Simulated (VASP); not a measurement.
Input of a VASP 6.6.1 run:

Contents of INCAR:

```
  PREC = Accurate
  ENCUT = 520
  EDIFF = 1E-6
  ISMEAR = 0
  SIGMA = 0.1
  LREAL = False
  LASPH = True
  NELM = 80
  ALGO = Normal
  ISIF = 2
  LWAVE = False
  LCHARG = True
  GGA = PE
  LELF = True
  LVHAR = True
  NBANDS = 50
```

KPOINTS

```
regular mesh
0
Gamma
  4 4 4
```

Contents of POSCAR:

```
Sn3PbO4
1.0
    5.5277353564     -0.0317554098      0.0008457900
   -0.0313529699      5.5275771660     -0.0063774961
   -2.7466802140     -2.7548958997      5.1457692088
Sn Pb O
3 1 4
Direct
    0.1410142567      0.1405521886      0.2819498742
    0.8604285459      0.3609421798      0.7210633429
    0.3604237690      0.8610327151      0.7210517693
    0.6257764017      0.6249977010      0.2512342900
    0.0062818177      0.4977939197      0.5040532451
    0.4975390457      0.0061930311      0.5037973923
    0.4994111845      0.4993632221      0.5084656973
    0.0091249788      0.0091250427      0.5083843889
```

Potentials or basis: VASP PAW PBE potentials, release 64 (Sn_d, Pb_d, O).

Launch:

```bash
$ cat potpaw_PBE.64/Sn_d/POTCAR potpaw_PBE.64/Pb_d/POTCAR potpaw_PBE.64/O/POTCAR > POTCAR
$ mpirun -np 1 vasp_std > vasp.out
```

Problem. Predict the pressure.

Solution. 0.2 GPa.

Problem. Estimate the band gap on the k mesh.

Solution. 0.70 eV, indirect (least direct gap 1.87 eV).

Problem. Estimate the largest force.

Solution. 0.063 eV/Å.

Stress tensor (GPa, compression positive):
```
0.16 0.03 0.00
0.03 0.16 0.04
0.00 0.04 0.30
```

Caveat: spin-orbit coupling is left out, which moves the levels of the heavy elements. A hybrid or GW would open this gap; PBE tends to underestimate it.
